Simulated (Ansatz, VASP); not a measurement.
# Two plane-wave programs on O

```
O
1.0
     1.25183    0.72275    4.06500
    -1.25183    0.72275    4.06500
     0.00000   -1.44549    4.06500
O
2
Direct
  0.04972 0.04972 0.04972
  0.95028 0.95028 0.95028
```

Alike in both runs: functional PBE; dispersion D3(BJ); k mesh 9 × 9 × 9; occupations gaussian, width 0.1 eV; no spin polarisation.

Ansatz relaxed the structure, and its values are those at the end. VASP's run is a single point on that final structure, the one shown.

|  | VASP | Ansatz |
| --- | --- | --- |
| version | VASP 6.6.1 | Ansatz 0.2.0 |
| potentials or method | VASP PAW PBE potentials, release 64 (O), cutoff 600 eV | scalar-relativistic, plane waves, PAW |
| valence electrons in the cell | 12 | 12 |

Ansatz gave:

- gap on the k mesh at the Fermi level (eV): none
- pressure (GPa): 0.2
- rms of the force components (eV/Å): 0.005

Question: What did VASP give for the same quantities?

Answer: gap on the k mesh at the Fermi level (eV): none; pressure (GPa): 3.3; rms of the force components (eV/Å): 0.698.

A gap of «none» marks a metal or a gap that the smearing closes.

Noted on VASP's run: the standard files for N, O and F lose accuracy on very short bonds; spin is off for a triplet molecule.
